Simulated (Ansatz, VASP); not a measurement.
## TiCo3 in VASP and in Ansatz

```
Ti Co
1.0
     3.61400    0.00000    0.00000
     0.00000    3.61400    0.00000
     0.00000    0.00000    3.61400
Ti Co
1 3
Cartesian
  0.0000 0.0000 0.0000
  0.0000 1.8070 1.8070
  1.8070 0.0000 1.8070
  1.8070 1.8070 0.0000
```

Alike in both runs: task single point; functional PBEsol; k mesh 6 × 6 × 6; occupations gaussian, width 0.4 eV; collinear spin.

```csv
,VASP,Ansatz
version,VASP 6.6.1,Ansatz 0.2.0
potentials or method,"VASP PAW PBE potentials, release 64 (Ti_sv, Co), cutoff 520 eV","scalar-relativistic, plane waves, PAW"
valence electrons in the cell,39,63
```

```tsv
	VASP	Ansatz	Ansatz less VASP
gap on the k mesh at the Fermi level (eV)	none	none	-
pressure (GPa)	-11.4	-11.0	+0.38
net moment per atom (μB)	0.55	0.55	+0.001
size of the moment on the site where the two differ most (μB)	0.34	0.31	-0.030
```

VASP's potentials were made for PBE, not for PBEsol. Site moments also hang on the region over which each program counts them. A gap of «none» marks a metal or a gap that the smearing closes. VASP's potentials hold 39 valence electrons a cell and Ansatz's 63, so a difference there can come from the potentials and not from the codes.
